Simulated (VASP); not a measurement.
Na, 4 atoms in the cell. The cell holds a slab with vacuum, 4 atoms: a = 5.341 Å, b = 3.753 Å, c = 17.629 Å, α = 90.00°, β = 90.00°, γ = 90.00°. 

```yaml
Program: VASP 6.6.1
Task: single point
Functional: r2SCAN
Potentials_or_basis: VASP PAW PBE potentials, release 64 (Na_pv)
Cutoff: 520 eV
k_mesh: 3 × 5 × 1
Occupations: gaussian, width 0.05 eV
Spin: no spin polarisation
Dipole_correction: yes
Further_INCAR_settings: ALGO = Normal; EDIFF = 1e-06; NBANDS = 22
```

Potentials or basis: VASP PAW PBE potentials, release 64 (Na_pv).

Command:

```bash
$ cat potpaw_PBE.64/Na_pv/POTCAR > POTCAR
$ cp INCAR.step1 INCAR
$ mpirun -np 1 vasp_std > vasp.out
$ cp INCAR.step2 INCAR
$ mpirun -np 1 vasp_std > vasp.out
```

Hardware: 1 thread of Intel(R) Xeon(R) Platinum 8488C (Sapphire Rapids) (shared host).

**Question.** How long does it take, and how much memory?

**Answer.** Run time: 3.9 min on 1 thread of Intel(R) Xeon(R) Platinum 8488C (Sapphire Rapids), with other jobs on the host, peak memory 0.4 GiB. Counts: k points 6.
